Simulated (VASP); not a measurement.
# AlN (Cm) in VASP: notebook

The runs below take AlN through single point, with PBEsol.

All numbers are computed with VASP 6.6.1; they aren't measurements. Logs are shortened: lines on timing, memory, paths and dates and some standing lists are left out, and cuts for length are marked.

## 1. The cell of the first run

It takes space group Cm (No. 8, monoclinic). The conventional cell has a = 5.361 Å, b = 3.095 Å, c = 3.095 Å, α = 90.00°, β = 125.26°, γ = 90.00°. Al (site symmetry m) has 4 N at 1.86 to 1.93 Å within 2.5 Å. Within 2.5 Å of N (site symmetry m) lie 4 Al at 1.86 to 1.93 Å.

## 2. Single point, PBEsol (mode 4 frozen in at -0.019 Å and mode 5 at -0.019 Å (largest displacements))

Input file INCAR:

```
ALGO = Normal ; EDIFF = 1E-7
ENCUT = 520 ; GGA = PS
ISIF = 2 ; ISMEAR = 0
LASPH = T ; LCHARG = F
LREAL = F ; LWAVE = F
NBANDS = 11 ; NELM = 60
PREC = Accurate ; SIGMA = 0.05
```

Input file KPOINTS:

```
k-points
0
Gamma
  10 10 10
```

Input file POSCAR:

```
AlN
1.0
    0.0000000000      2.1886566781      2.1886566781
    2.1886566781      0.0000000000      2.1886566781
    2.1886566781      2.1886566781      0.0000000000
Al N
1 1
Direct
    0.0000000000      0.0045066557      0.0000000000
    0.7500000000      0.7413188760      0.7500000000
```

Potentials or basis: VASP PAW PBE potentials, release 64 (Al, N).

Started as:

```console
$ cat potpaw_PBE.64/Al/POTCAR potpaw_PBE.64/N/POTCAR > POTCAR
$ mpirun -np 1 vasp_std > vasp.out
```

OUTCAR:

```text
EDIFF = 1E-7
   ENCUT = 520
   GGA = PS
   ISIF = 2
   ISMEAR = 0
   LASPH = T
   LREAL = F
   NELM = 60
   PREC = Accurate

 ion  position               nearest neighbor table
   1  0.000  0.005  0.000-   2 1.86   2 1.90   2 1.90   2 1.93
   2  0.750  0.741  0.750-   1 1.86   1 1.90   1 1.90   1 1.93

  LATTYP: Found a face centered cubic cell.
 ALAT       =     4.3773133562

  Lattice vectors:

 A1 = (   0.0000000000,   2.1886566781,   2.1886566781)
 A2 = (   2.1886566781,   0.0000000000,   2.1886566781)
 A3 = (   2.1886566781,   2.1886566781,   0.0000000000)

Analysis of symmetry for initial positions (statically):
=====================================================================
 Subroutine PRICEL returns:
 Original cell was already a primitive cell.

 Routine SETGRP: Setting up the symmetry group for a
 face centered cubic supercell.

 Subroutine GETGRP returns: Found  2 space group operations
 (whereof  2 operations were pure point group operations)
 out of a pool of 48 trial point group operations.

The static configuration has the point symmetry C_1h.

Analysis of symmetry for dynamics (positions and initial velocities):
=====================================================================
 Subroutine PRICEL returns:
 Original cell was already a primitive cell.

 Routine SETGRP: Setting up the symmetry group for a
 face centered cubic supercell.

 Subroutine GETGRP returns: Found  2 space group operations
 (whereof  2 operations were pure point group operations)
 out of a pool of 48 trial point group operations.

The dynamic configuration has the point symmetry C_1h.

 Subroutine INISYM returns: Found  2 space group operations
 (whereof  2 operations are pure point group operations),
 and found     1 'primitive' translations

----------------------------------------------------------------------------------------

                                     Primitive cell

  volume of cell :      20.9683

  direct lattice vectors                    reciprocal lattice vectors
     0.000000000  2.188656678  2.188656678    -0.228450631  0.228450631  0.228450631
     2.188656678  0.000000000  2.188656678     0.228450631 -0.228450631  0.228450631
     2.188656678  2.188656678  0.000000000     0.228450631  0.228450631 -0.228450631

  length of vectors
     3.095227958  3.095227958  3.095227958     0.395688101  0.395688101  0.395688101

  position of ions in fractional coordinates (direct lattice)
     0.000000000  0.004506656  0.000000000
     0.750000000  0.741318876  0.750000000

  ion indices of the primitive-cell ions
   primitive index   ion index
                 1           1
                 2           2

----------------------------------------------------------------------------------------

 KPOINTS: k-points

Automatic generation of k-mesh.
 Grid dimensions read from file:
 generate k-points for:   10   10   10

 Generating k-lattice:

  Cartesian coordinates                     Fractional coordinates (reciprocal lattice)
    -0.022845063  0.022845063  0.022845063     0.100000000  0.000000000  0.000000000
     0.022845063 -0.022845063  0.022845063     0.000000000  0.100000000  0.000000000
     0.022845063  0.022845063 -0.022845063     0.000000000  0.000000000  0.100000000

  Length of vectors
     0.039568810  0.039568810  0.039568810

  Shift w.r.t. Gamma in fractional coordinates (k-lattice)
     0.000000000  0.000000000  0.000000000

 Subroutine IBZKPT returns following result:
 ===========================================

 Found    282 irreducible k-points:

 Following reciprocal coordinates:
            Coordinates               Weight
  0.000000  0.000000  0.000000      1.000000
  0.100000  0.000000  0.000000      4.000000
  0.000000  0.100000  0.000000      2.000000
  0.100000  0.100000  0.100000      2.000000
  0.200000  0.000000  0.000000      4.000000
  0.000000  0.200000  0.000000      2.000000
[... 16 lines left out ...]
  0.200000  0.100000  0.200000      2.000000
  0.200000  0.200000  0.100000      4.000000
 [... further k-points ...]
   k-points           NKPTS =    282   k-points in BZ     NKDIM =    282   number of bands    NBANDS=     11
   number of dos      NEDOS =    301   number of ions     NIONS =      2
   total plane-waves  NPLWV =  13824
   dimension x,y,z NGX =    24 NGY =   24 NGZ =   24
   dimension x,y,z NGXF=    48 NGYF=   48 NGZF=   48
   ions per type =               1   1
   NGX,Y,Z   is equivalent  to a cutoff of  12.89, 12.89, 12.89 a.u.
   NGXF,Y,Z  is equivalent  to a cutoff of  25.78, 25.78, 25.78 a.u.
 SYSTEM =  unknown system
   PREC   = accura    normal or accurate (medium, high low for compatibility)
   ISTART =      0    job   : 0-new  1-cont  2-samecut
   ICHARG =      2    charge: 1-file 2-atom 10-const
   ISPIN  =      1    spin polarized calculation?
   LNONCOLLINEAR =      F non collinear calculations
   LSORBIT =      F    spin-orbit coupling
   LASPH  =      T    aspherical Exc in radial PAW
   ENCUT  =  520.0 eV  38.22 Ry    6.18 a.u.   5.76  5.76  5.76*2*pi/ulx,y,z
   NELM   =     60;   NELMIN=  2; NELMDL= -5     # of ELM steps
   EDIFF  = 0.1E-06   stopping-criterion for ELM
   LREAL  =      F    real-space projection
   EDIFFG = 0.1E-05   stopping-criterion for IOM
   NSW    =      0    number of steps for IOM
   IBRION =     -1    ionic relax: 0-MD 1-quasi-New 2-CG
   NFREE  =      0    steps in history (QN), initial steepest desc. (CG)
   ISIF   =      2    stress and relaxation
   ISYM   =      2    0-nonsym 1-usesym 2-fastsym
   POTIM  = 0.5000    time-step for ionic-motion
   TEBEG  =    0.0;   TEEND  =   0.0 temperature during run
   PSTRESS=    0.0 pullay stress
   NELECT =       8.0000    total number of electrons
   NUPDOWN=      -1.0000    fix difference up-down
   EMIN   =  10.00;   EMAX   =-10.00  energy-range for DOS
   EFERMI =   0.00;   METHOD = LEGACY
   ISMEAR =     0;   SIGMA  =   0.05  broadening in eV -4-tet -1-fermi 0-gaus
   EFERMI_NEDOS =   21; number of points for ismear=-14 and -15
   IALGO  =     38    algorithm
   IMIX   =      4    mixing-type and parameters
     AMIX     =   0.40;   BMIX     =  1.00
     AMIX_MAG =   1.60;   BMIX_MAG =  1.00
  volume/ion in A,a.u.               =      10.48        70.75
  Fermi-wavevector in a.u.,A,eV,Ry     =   1.187364  2.243792 19.181944  1.409833
  Thomas-Fermi vector in A             =   2.323517
   LORBIT       =      0    0 simple, 1 ext, 2 COOP (PROOUT), +10 PAW based schemes
   GGA     = PS    functional components
   LHFCALC =     F    Hartree Fock is set to
   AEXX    =    0.0000 exact exchange contribution
   IVDW    =     0    specifies the selected vdW correction
   LEPSILON=     F    determine dielectric tensor
   LRPA    =     F    only Hartree local field effects (RPA)
 non-spin polarized calculation
 Gauss-broadening in eV      SIGMA  =   0.05
  energy-cutoff  :      520.00
  volume of cell :       20.97
 maximum number of plane-waves:       588
   NGX = 11   NGY = 11   NGZ = 11

 number of electron       8.0000000 magnetization

 Free energy of the ion-electron system (eV)
  ---------------------------------------------------
  ext. energy  EPLUGINS =         0.00000000
  ---------------------------------------------------
  free energy    TOTEN  =       -15.59935457 eV

  energy without entropy =      -15.59935457  energy(sigma->0) =      -15.59935457

 E-fermi :   6.2407     XC(G=0): -11.1010

 val. band max:        5.9238337380   @ k =   0.0000   0.0000   0.0000
 cond. band min:       9.0001623210   @ k =   0.5000   0.0000   0.5000
 fundamental gap:      3.0763285830
 Fermi energy:         6.2406928074

 k-point     1 :       0.0000    0.0000    0.0000
  band No.  band energies     occupation
      1      -9.1036      2.00000
      2       5.7094      2.00000
      3       5.8175      2.00000
      4       5.9238      2.00000
      5       9.8907      0.00000
      6      18.2124      0.00000
      7      18.2227      0.00000
      8      18.2391      0.00000
      9      23.3419      0.00000
     10      23.3487      0.00000
     11      24.5422      0.00000

 k-point     2 :       0.1000    0.0000    0.0000
  band No.  band energies     occupation
      1      -8.9568      2.00000
      2       4.9914      2.00000
      3       5.6817      2.00000
      4       5.8539      2.00000
      5      10.5563      0.00000
      6      17.8152      0.00000
      7      18.3425      0.00000
      8      18.3919      0.00000
      9      22.0694      0.00000
     10      22.0966      0.00000
     11      23.8869      0.00000

 k-point     3 :       0.0000    0.1000    0.0000
  band No.  band energies     occupation
      1      -8.9565      2.00000
      2       4.9137      2.00000
      3       5.7659      2.00000
      4       5.8660      2.00000
      5      10.5373      0.00000
      6      17.8376      0.00000
      7      18.3594      0.00000
      8      18.3763      0.00000
      9      22.0252      0.00000
     10      22.0424      0.00000
     11      23.9814      0.00000

 k-point     4 :       0.1000    0.1000    0.1000
  band No.  band energies     occupation
      1      -8.9572      2.00000
      2       5.0755      2.00000
      3       5.6668      2.00000
      4       5.7654      2.00000
      5      10.5759      0.00000
      6      17.8195      0.00000
      7      18.3356      0.00000
      8      18.3702      0.00000
      9      22.1231      0.00000
     10      22.1372      0.00000
     11      23.7959      0.00000
[... 239 lines left out ...]
 k-point    22 :       0.1000    0.1000   -0.1000
  band No.  band energies     occupation
      1      -8.5799      2.00000
      2       3.8034      2.00000
      3       5.3333      2.00000
      4       5.6048      2.00000
      5      11.6212      0.00000
      6      17.0177      0.00000
      7      18.0398      0.00000
      8      18.7133      0.00000
      9      19.7302      0.00000
     10      23.2010      0.00000
     11      24.6387      0.00000

 k-point    23 :       0.2000    0.1000    0.2000
  band No.  band energies     occupation
      1      -8.5814      2.00000
      2       3.8848      2.00000
      3       5.4038      2.00000
      4       5.4143      2.00000
      5      11.6621      0.00000
      6      17.0024      0.00000
      7      18.0349      0.00000
      8      18.6361      0.00000
      9      19.8113      0.00000
     10      23.3312      0.00000
     11      24.5959      0.00000

 k-point    24 :       0.2000    0.2000    0.1000
  band No.  band energies     occupation
      1      -8.5810      2.00000
      2       3.8675      2.00000
      3       5.3308      2.00000
      4       5.5130      2.00000
      5      11.6524      0.00000
      6      17.0233      0.00000
      7      18.0096      0.00000
      8      18.6695      0.00000
      9      19.7892      0.00000
     10      23.2995      0.00000
     11      24.5743      0.00000

 [... further k-points ...]
[... 5 lines left out ...]
  --------------------------------------------------------------------------------------
  -------------------------------------------------------------------------------------
  Total        0.0220878      0.0431949      0.0220878     -0.2621891     -0.2621891      0.0316697
  in kB        1.6877201      3.3005003      1.6877201    -20.0337484    -20.0337483      2.4198700
  external PRESSURE =       2.2253135 kB  Pullay stress =       0.0000000 kB

 VOLUME and BASIS-vectors are now :
 -----------------------------------------------------------------------------
  energy-cutoff  :      520.00
  volume of cell :       20.97
      direct lattice vectors                 reciprocal lattice vectors
     0.000000000  2.188656678  2.188656678    -0.228450631  0.228450631  0.228450631
     2.188656678  0.000000000  2.188656678     0.228450631 -0.228450631  0.228450631
     2.188656678  2.188656678  0.000000000     0.228450631  0.228450631 -0.228450631

 POSITION                                       TOTAL-FORCE (eV/Angst)
 -----------------------------------------------------------------------------------
      0.00986      0.00000      0.00986        -0.417100      0.050544     -0.417100
      3.26399      3.28299      3.26399         0.417100     -0.050544      0.417100
 -----------------------------------------------------------------------------------
    total drift:                                0.000216     -0.000003      0.000216

  FREE ENERGIE OF THE ION-ELECTRON SYSTEM (eV)
  ---------------------------------------------------
  free  energy   TOTEN  =       -15.5993545693 eV

  energy  without entropy=      -15.5993545693  energy(sigma->0) =      -15.59935457
```

Run time: 43 s. Hardware: 1 thread of Intel Xeon Platinum 8488C (Sapphire Rapids), shared host; peak memory 0.18 GiB.

What came out:

* Free energy: -15.5994 eV
* Pressure: 0.2 GPa
* Largest force: 0.592 eV/Å
* Band gap on the k mesh: 3.08 eV, indirect (least direct gap 3.97 eV)

Forces on the atoms (eV/Å):
```
Al  -0.417  0.051 -0.417
N    0.417 -0.051  0.417
```

Caveat: the cell differs from its parent crystal (mode 4 frozen in at -0.019 Å and mode 5 at -0.019 Å (largest displacements)); the PAW data sets were made with another functional, which shifts forces and pressure a little. A k mesh can miss the band edges.

## 3. Single point, PBEsol (mode 4 frozen in at -0.057 Å and mode 5 at -0.057 Å (largest displacements))

Input file INCAR:

```
ALGO = Normal
EDIFF = 1E-6
ENCUT = 520
GGA = PS
ISIF = 2
ISMEAR = 0
LASPH = T
LCHARG = F
LREAL = F
LWAVE = F
NBANDS = 11
NELM = 80
PREC = Accurate
SIGMA = 0.05
```

KPOINTS is that of step 2.

Input file POSCAR:

```
AlN
1.0
    0.0000000000      2.1886566781      2.1886566781
    2.1886566781      0.0000000000      2.1886566781
    2.1886566781      2.1886566781      0.0000000000
Al N
1 1
Direct
    0.0000000000      0.0135199671      0.0000000000
    0.7500000000      0.7239566280      0.7500000000
```

Potentials or basis: VASP PAW PBE potentials, release 64 (Al, N).

Started as:

```console
$ cat potpaw_PBE.64/Al/POTCAR potpaw_PBE.64/N/POTCAR > POTCAR
$ mpirun -np 1 vasp_std > vasp.out
```

Run time: 45 s. Hardware: 1 thread of Intel Xeon Platinum 8488C (Sapphire Rapids), shared host; peak memory 0.18 GiB.

Results (log left out):

```
Free energy            : -15.5019 eV
Pressure               : 1.9 GPa
Largest force          : 1.869 eV/Å
Band gap on the k mesh : 2.86 eV, indirect (least direct gap 3.74 eV)
```

Forces on the atoms (eV/Å):
```
Al  -1.281  0.460 -1.281
N    1.281 -0.460  1.281
```

Stress tensor (GPa, compression positive):
```
 1.39 -6.26  2.17
-6.26  2.90 -6.26
 2.17 -6.26  1.39
```

Levels at points of the mesh, in eV from the valence-band top:
| k point | band 1 | band 2 | band 3 | band 4 | band 5 | band 6 | band 7 | band 8 |
| --- | --- | --- | --- | --- | --- | --- | --- | --- |
| (0.00, 0.00, 0.00) | -15.23 | -0.63 | -0.31 | 0.00 | 3.74 | 12.08 | 12.09 | 12.16 |
| (0.50, 0.00, 0.00) | -13.17 | -6.19 | -1.01 | -0.56 | 6.86 | 9.37 | 10.54 | 10.90 |
| (0.00, 0.50, 0.00) | -13.15 | -6.32 | -0.78 | -0.53 | 6.79 | 9.27 | 10.68 | 10.85 |
| (0.50, 0.50, 0.50) | -13.20 | -6.06 | -1.07 | -0.80 | 6.99 | 9.47 | 10.52 | 10.75 |
| (0.50, 0.50, 0.00) | -12.53 | -5.24 | -2.24 | -1.93 | 2.88 | 8.10 | 13.38 | 15.22 |
| (0.50, 0.00, 0.50) | -12.53 | -5.24 | -2.08 | -2.05 | 2.86 | 8.05 | 13.38 | 15.27 |

Caveat: the cell differs from its parent crystal (mode 4 frozen in at -0.057 Å and mode 5 at -0.057 Å (largest displacements)); the PAW data sets were made with another functional, which shifts forces and pressure a little.
